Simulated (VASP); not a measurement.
# MgF2 (P4_2/mnm) in VASP: notebook

The runs below take MgF2 through dielectric tensor, with r2SCAN.

All numbers are computed with VASP 6.6.1; they aren't measurements. Logs are shortened: lines on timing, memory, paths and dates and some standing lists are left out, and cuts for length are marked.

## (1) The cell of the first run

The structure is tetragonal, space group P4_2/mnm (No. 136). The conventional cell has a = 4.714 Å, b = 4.714 Å, c = 3.107 Å, α = 90.00°, β = 90.00°, γ = 90.00°. Mg (site symmetry mmm) has 6 F at 2.03 Å within 2.7 Å. F (site symmetry m2m) has 3 Mg at 2.03 Å and 1 F at 2.61 Å within 2.7 Å.

## (2) Dielectric tensor, r2SCAN (strain +2.0%)

INCAR

```
ALGO = Normal ; EDIFF = 1E-8
ENCUT = 580 ; GGA_COMPAT = F
ISIF = 2 ; ISMEAR = 0
LASPH = T ; LCALCEPS = T
LCHARG = F ; LMIXTAU = T
LREAL = F ; LWAVE = F
METAGGA = R2SCAN ; NELM = 120
PREC = Accurate ; SIGMA = 0.01
```

KPOINTS

```
k-points
0
Gamma
  4 4 8
```

POSCAR

```
MgF2
1.0
    4.7144563145      0.0000000000      0.0000000000
    0.0000000000      4.7144563145      0.0000000000
    0.0000000000      0.0000000000      3.1070339947
Mg F
2 4
Direct
    0.0000000000      0.0000000000      0.0000000000
    0.5000000000      0.5000000000      0.5000000000
    0.3043223172      0.3043223172      0.0000000000
    0.1956776828      0.8043223172      0.5000000000
    0.8043223172      0.1956776828      0.5000000000
    0.6956776828      0.6956776828      0.0000000000
```

Potentials or basis: VASP PAW PBE potentials, release 64 (Mg, F).

Command:

```bash
cat potpaw_PBE.64/Mg/POTCAR potpaw_PBE.64/F/POTCAR > POTCAR
mpirun -np 1 vasp_std > vasp.out
```

OUTCAR:

```text
EDIFF = 1E-8
   ENCUT = 580
   ISIF = 2
   ISMEAR = 0
   LASPH = T
   LREAL = F
   METAGGA = R2SCAN
   NELM = 120
   PREC = Accurate

 ion  position               nearest neighbor table
   1  0.000  0.000  0.000-   4 2.03   5 2.03   4 2.03   5 2.03   3 2.03   6 2.03
   2  0.500  0.500  0.500-   3 2.03   6 2.03   3 2.03   6 2.03   5 2.03   4 2.03
   3  0.304  0.304  0.000-   2 2.03   2 2.03   1 2.03
   4  0.196  0.804  0.500-   1 2.03   1 2.03   2 2.03
   5  0.804  0.196  0.500-   1 2.03   1 2.03   2 2.03
   6  0.696  0.696  0.000-   2 2.03   2 2.03   1 2.03

  LATTYP: Found a simple tetragonal cell.
 ALAT       =     4.7144563145
 C/A-ratio  =     0.6590439676

  Lattice vectors:

 A1 = (   4.7144563145,   0.0000000000,   0.0000000000)
 A2 = (   0.0000000000,   4.7144563145,   0.0000000000)
 A3 = (   0.0000000000,   0.0000000000,   3.1070339947)

Analysis of symmetry for initial positions (statically):
=====================================================================
 Subroutine PRICEL returns:
 Original cell was already a primitive cell.

 Routine SETGRP: Setting up the symmetry group for a
 simple tetragonal supercell.

 Subroutine GETGRP returns: Found 16 space group operations
 (whereof  8 operations were pure point group operations)
 out of a pool of 16 trial point group operations.

The static configuration has the point symmetry D_2h.
 The point group associated with its full space group is D_4h.

Analysis of symmetry for dynamics (positions and initial velocities):
=====================================================================
 Subroutine PRICEL returns:
 Original cell was already a primitive cell.

 Routine SETGRP: Setting up the symmetry group for a
 simple tetragonal supercell.

 Subroutine GETGRP returns: Found 16 space group operations
 (whereof  8 operations were pure point group operations)
 out of a pool of 16 trial point group operations.

The dynamic configuration has the point symmetry D_2h.
 The point group associated with its full space group is D_4h.

 Subroutine INISYM returns: Found 16 space group operations
 (whereof  8 operations are pure point group operations),
 and found     1 'primitive' translations

----------------------------------------------------------------------------------------

                                     Primitive cell

  volume of cell :      69.0572

  direct lattice vectors                    reciprocal lattice vectors
     4.714456314  0.000000000  0.000000000     0.212113536  0.000000000  0.000000000
     0.000000000  4.714456314  0.000000000     0.000000000  0.212113536  0.000000000
     0.000000000  0.000000000  3.107033995     0.000000000  0.000000000  0.321850357

  length of vectors
     4.714456314  4.714456314  3.107033995     0.212113536  0.212113536  0.321850357

  position of ions in fractional coordinates (direct lattice)
     0.000000000  0.000000000  0.000000000
     0.500000000  0.500000000  0.500000000
     0.304322317  0.304322317  0.000000000
     0.195677683  0.804322317  0.500000000
     0.804322317  0.195677683  0.500000000
     0.695677683  0.695677683  0.000000000

  ion indices of the primitive-cell ions
   primitive index   ion index
                 1           1
                 2           2
                 3           3
                 4           4
                 5           5
                 6           6

----------------------------------------------------------------------------------------

 KPOINTS: k-points

Automatic generation of k-mesh.
 Grid dimensions read from file:
 generate k-points for:    4    4    8

 Generating k-lattice:

  Cartesian coordinates                     Fractional coordinates (reciprocal lattice)
     0.053028384  0.000000000  0.000000000     0.250000000  0.000000000  0.000000000
     0.000000000  0.053028384  0.000000000     0.000000000  0.250000000  0.000000000
     0.000000000  0.000000000  0.040231295     0.000000000  0.000000000  0.125000000

  Length of vectors
     0.053028384  0.053028384  0.040231295

  Shift w.r.t. Gamma in fractional coordinates (k-lattice)
     0.000000000  0.000000000  0.000000000

 Subroutine IBZKPT returns following result:
 ===========================================

 Found     30 irreducible k-points:

 Following reciprocal coordinates:
            Coordinates               Weight
  0.000000  0.000000  0.000000      1.000000
  0.250000  0.000000  0.000000      4.000000
  0.500000  0.000000  0.000000      2.000000
  0.250000  0.250000  0.000000      4.000000
  0.500000  0.250000  0.000000      4.000000
  0.500000  0.500000  0.000000      1.000000
[... 16 lines left out ...]
  0.500000  0.250000  0.375000      8.000000
  0.500000  0.500000  0.375000      2.000000
 [... further k-points ...]
   k-points           NKPTS =     30   k-points in BZ     NKDIM =     30   number of bands    NBANDS=     20
   number of dos      NEDOS =    301   number of ions     NIONS =      6
   total plane-waves  NPLWV =  38400
   dimension x,y,z NGX =    40 NGY =   40 NGZ =   24
   dimension x,y,z NGXF=    80 NGYF=   80 NGZF=   48
   ions per type =               2   4
   NGX,Y,Z   is equivalent  to a cutoff of  14.11, 14.11, 12.84 a.u.
   NGXF,Y,Z  is equivalent  to a cutoff of  28.21, 28.21, 25.68 a.u.
 SYSTEM =  unknown system
   PREC   = accura    normal or accurate (medium, high low for compatibility)
   ISTART =      0    job   : 0-new  1-cont  2-samecut
   ICHARG =      2    charge: 1-file 2-atom 10-const
   ISPIN  =      1    spin polarized calculation?
   LNONCOLLINEAR =      F non collinear calculations
   LSORBIT =      F    spin-orbit coupling
   LASPH  =      T    aspherical Exc in radial PAW
   ENCUT  =  580.0 eV  42.63 Ry    6.53 a.u.   9.26  9.26  6.10*2*pi/ulx,y,z
   NELM   =    120;   NELMIN=  2; NELMDL= -5     # of ELM steps
   EDIFF  = 0.1E-07   stopping-criterion for ELM
   LREAL  =      F    real-space projection
   EDIFFG = 0.1E-06   stopping-criterion for IOM
   NSW    =      0    number of steps for IOM
   IBRION =     -1    ionic relax: 0-MD 1-quasi-New 2-CG
   NFREE  =      0    steps in history (QN), initial steepest desc. (CG)
   ISIF   =      2    stress and relaxation
   ISYM   =      2    0-nonsym 1-usesym 2-fastsym
   POTIM  = 0.5000    time-step for ionic-motion
   TEBEG  =    0.0;   TEEND  =   0.0 temperature during run
   PSTRESS=    0.0 pullay stress
   NELECT =      32.0000    total number of electrons
   NUPDOWN=      -1.0000    fix difference up-down
   EMIN   =  10.00;   EMAX   =-10.00  energy-range for DOS
   EFERMI =   0.00;   METHOD = LEGACY
   ISMEAR =     0;   SIGMA  =   0.01  broadening in eV -4-tet -1-fermi 0-gaus
   EFERMI_NEDOS =   21; number of points for ismear=-14 and -15
   IALGO  =     38    algorithm
   IMIX   =      4    mixing-type and parameters
     AMIX     =   0.40;   BMIX     =  1.00
     AMIX_MAG =   1.60;   BMIX_MAG =  1.00
  volume/ion in A,a.u.               =      11.51        77.67
  Fermi-wavevector in a.u.,A,eV,Ry     =   1.266840  2.393980 21.835765  1.604883
  Thomas-Fermi vector in A             =   2.400019
   LORBIT       =      0    0 simple, 1 ext, 2 COOP (PROOUT), +10 PAW based schemes
   METAGGA = R2SCAN    functional components
   LHFCALC =     F    Hartree Fock is set to
   AEXX    =    0.0000 exact exchange contribution
   IVDW    =     0    specifies the selected vdW correction
   LEPSILON=     F    determine dielectric tensor
   LRPA    =     F    only Hartree local field effects (RPA)
   LRPA       =     F
 non-spin polarized calculation
 Gauss-broadening in eV      SIGMA  =   0.01
  energy-cutoff  :      580.00
  volume of cell :       69.06
 maximum number of plane-waves:      2208
 NGX is ok and might be reduce to    40
   NGX = 19   NGY = 19   NGZ = 13

 Total electronic dipole moment: p[elc]=(     0.00000    -0.00000    -0.00000 ) |e| Angst

 number of electron      31.9999996 magnetization

 Free energy of the ion-electron system (eV)
  ---------------------------------------------------
  ext. energy  EPLUGINS =         0.00000000
  ---------------------------------------------------
  free energy    TOTEN  =       -43.75481375 eV

  energy without entropy =      -43.75481375  energy(sigma->0) =      -43.75481375

 E-fermi :  -2.1207     XC(G=0):  -9.9507

 val. band max:       -2.1911367916   @ k =   0.0000   0.0000   0.0000
 cond. band min:   10000.0000000000   @ k =   0.0000   0.0000   0.0000
 fundamental gap:  10002.1911367916
 Fermi energy:        -2.1207370887

 k-point     1 :       0.0000    0.0000    0.0000
  band No.  band energies     occupation
      1     -23.8526      2.00000
      2     -23.1667      2.00000
      3     -23.1667      2.00000
      4     -23.1001      2.00000
      5      -6.0069      2.00000
      6      -4.4633      2.00000
[... 12 lines left out ...]
     19   10000.0000      0.00000
     20   10000.0000      0.00000

 k-point     2 :       0.2500    0.0000    0.0000
  band No.  band energies     occupation
      1     -23.7689      2.00000
      2     -23.3122      2.00000
      3     -23.1443      2.00000
      4     -23.0693      2.00000
      5      -5.8024      2.00000
      6      -4.6980      2.00000
[... 12 lines left out ...]
     19   10000.0000      0.00000
     20   10000.0000      0.00000
[... 465 lines left out ...]
      3     -23.1319      2.00000
      4     -23.1319      2.00000
      5      -5.4373      2.00000
      6      -5.4371      2.00000
[... 12 lines left out ...]
     19   10000.0000      0.00000
     20   10000.0000      0.00000

 k-point    24 :       0.5000    0.5000    0.3750
  band No.  band energies     occupation
      1     -23.3293      2.00000
      2     -23.3292      2.00000
      3     -23.1461      2.00000
      4     -23.1461      2.00000
      5      -5.6110      2.00000
      6      -5.6109      2.00000
[... 12 lines left out ...]
     19   10000.0000      0.00000
     20   10000.0000      0.00000

 [... further k-points ...]

------------------------ aborting loop because EDIFF is reached ----------------------------------------

            Ionic dipole moment: p[ion]=(    -4.71446    -4.71446   -24.85627 ) |e| Angst

 Total electronic dipole moment: p[elc]=(     0.00000    -0.00000     0.00351 ) |e| Angst

 MACROSCOPIC STATIC DIELECTRIC TENSOR (including local field effects)
 ------------------------------------------------------
           1.887696     0.000000     0.000000
           0.000000     1.887696     0.000000
           0.000000     0.000000     1.919018
 ------------------------------------------------------

 PIEZOELECTRIC TENSOR (including local field effects) (e Angst)
          XX          YY          ZZ          XY          YZ          ZX
  --------------------------------------------------------------------------------
  x     0.00000     0.00000     0.00000     0.00000     0.00000     0.00000
  y     0.00000     0.00000     0.00000     0.00000     0.00000     0.00000
  z     0.00000     0.00000     0.00000     0.00000     0.00000     0.00000

 PIEZOELECTRIC TENSOR (including local field effects) (C/m^2)
          XX          YY          ZZ          XY          YZ          ZX
  --------------------------------------------------------------------------------
  x     0.00000     0.00000     0.00000     0.00000     0.00000     0.00000
  y     0.00000     0.00000     0.00000     0.00000     0.00000     0.00000
  z     0.00000     0.00000     0.00000     0.00000     0.00000     0.00000

 BORN EFFECTIVE CHARGES (including local field effects) (in |e|, cummulative output)
 ---------------------------------------------------------------------------------
 ion    1
    1     1.98308     0.04260     0.00000
    2     0.04260     1.98308     0.00000
    3     0.00000     0.00000     2.07730
 ion    2
    1     1.98308    -0.04260     0.00000
    2    -0.04260     1.98308     0.00000
    3     0.00000     0.00000     2.07730
 ion    3
    1    -0.99154    -0.20728     0.00000
    2    -0.20728    -0.99154     0.00000
    3     0.00000     0.00000    -1.03865
 ion    4
    1    -0.99154     0.20728     0.00000
    2     0.20728    -0.99154     0.00000
    3     0.00000     0.00000    -1.03865
 ion    5
    1    -0.99154     0.20728     0.00000
    2     0.20728    -0.99154     0.00000
    3     0.00000     0.00000    -1.03865
 ion    6
    1    -0.99154    -0.20728     0.00000
    2    -0.20728    -0.99154     0.00000
    3     0.00000     0.00000    -1.03865

  FORCE on cell =-STRESS in cart. coord.  units (eV):
  Direction    XX          YY          ZZ          XY          YZ          ZX
  --------------------------------------------------------------------------------------
  -------------------------------------------------------------------------------------
  Total       -2.7682635     -2.7682635     -3.1518785     -0.0000000      0.0000000      0.0000000
  in kB      -64.2256886    -64.2256886    -73.1258302     -0.0000000      0.0000000      0.0000000
  external PRESSURE =     -67.1924025 kB  Pullay stress =       0.0000000 kB

 VOLUME and BASIS-vectors are now :
 -----------------------------------------------------------------------------
  energy-cutoff  :      580.00
  volume of cell :       69.06
      direct lattice vectors                 reciprocal lattice vectors
     4.714456314  0.000000000  0.000000000     0.212113536  0.000000000  0.000000000
     0.000000000  4.714456314  0.000000000     0.000000000  0.212113536  0.000000000
     0.000000000  0.000000000  3.107033995     0.000000000  0.000000000  0.321850357

 POSITION                                       TOTAL-FORCE (eV/Angst)
 -----------------------------------------------------------------------------------
      0.00000      0.00000      0.00000         0.000000     -0.000000     -0.000000
      2.35723      2.35723      1.55352         0.000000     -0.000000     -0.000000
      1.43471      1.43471      0.00000         0.004933      0.004933     -0.000000
      0.92251      3.79194      1.55352        -0.004933      0.004933     -0.000000
      3.79194      0.92251      1.55352         0.004933     -0.004933     -0.000000
      3.27974      3.27974      0.00000        -0.004933     -0.004933      0.000000
 -----------------------------------------------------------------------------------
    total drift:                                0.000000     -0.000000     -0.000000

  FREE ENERGIE OF THE ION-ELECTRON SYSTEM (eV)
  ---------------------------------------------------
  free  energy   TOTEN  =       -43.7548137470 eV

  energy  without entropy=      -43.7548137470  energy(sigma->0) =      -43.75481375
```

Wall time 15 min (1 thread of Intel Xeon 6975P-C (Granite Rapids), shared host); peak memory 0.5 GiB.

What came out:

```
Band gap on the k mesh                  : 7.62 eV
Electronic dielectric tensor (diagonal) : 1.89, 1.89, 1.92
Born charges (mean of the diagonal)     : Mg +2.01; F -1.01 e
```

Levels at points of the mesh, in eV from the valence-band top:
```
           k point  band 12  band 13  band 14  band 15  band 16  band 17  band 18  band 19  band 20
(0.00, 0.00, 0.00)    -1.16    -0.72    -0.31    -0.31     0.00     7.62    12.86    12.86    14.39
(0.50, 0.00, 0.00)    -1.27    -0.94    -0.94    -0.36    -0.36     9.99     9.99    14.10    14.10
(0.50, 0.50, 0.00)    -1.21    -0.87    -0.87    -0.71    -0.71    11.70    11.70    11.79    11.79
(0.00, 0.00, 0.50)    -1.34    -1.04    -1.04    -0.80    -0.80    12.36    12.36    15.63    15.63
(0.50, 0.00, 0.50)    -1.25    -0.69    -0.69    -0.62    -0.62    13.31    13.31    13.97    13.97
(0.50, 0.50, 0.50)    -1.31    -0.56    -0.56    -0.46    -0.46    13.91    13.91    13.93    13.93
```

Electronic dielectric tensor:
```
1.89 0.00 0.00
0.00 1.89 0.00
0.00 0.00 1.92
```

Born effective charge tensors (e):
atom 1, Mg
```
1.98 0.04 0.00
0.04 1.98 0.00
0.00 0.00 2.08
```
atom 2, Mg
```
 1.98 -0.04  0.00
-0.04  1.98  0.00
 0.00  0.00  2.08
```
atom 3, F
```
-0.99 -0.21  0.00
-0.21 -0.99  0.00
 0.00  0.00 -1.04
```
atom 4, F
```
-0.99  0.21  0.00
 0.21 -0.99  0.00
 0.00  0.00 -1.04
```
atom 5, F
```
-0.99  0.21  0.00
 0.21 -0.99  0.00
 0.00  0.00 -1.04
```
atom 6, F
```
-0.99 -0.21  0.00
-0.21 -0.99  0.00
 0.00  0.00 -1.04
```

Dipole moments of the cell (e·Å, modulo the quantum): ionic -4.714, -4.714, -24.856; electronic 0.000, 0.000, 0.004

Caveat: the cell differs from its parent crystal (strain +2.0%); the structure was generated, so it needn't be the stable form of MgF2; the PAW data sets were made with another functional, which shifts forces and pressure a little. A k mesh can miss the band edges.

(Part 1 of 2 ends here.)

The gap in the log of VASP goes by the Fermi energy; the results here count the filled bands.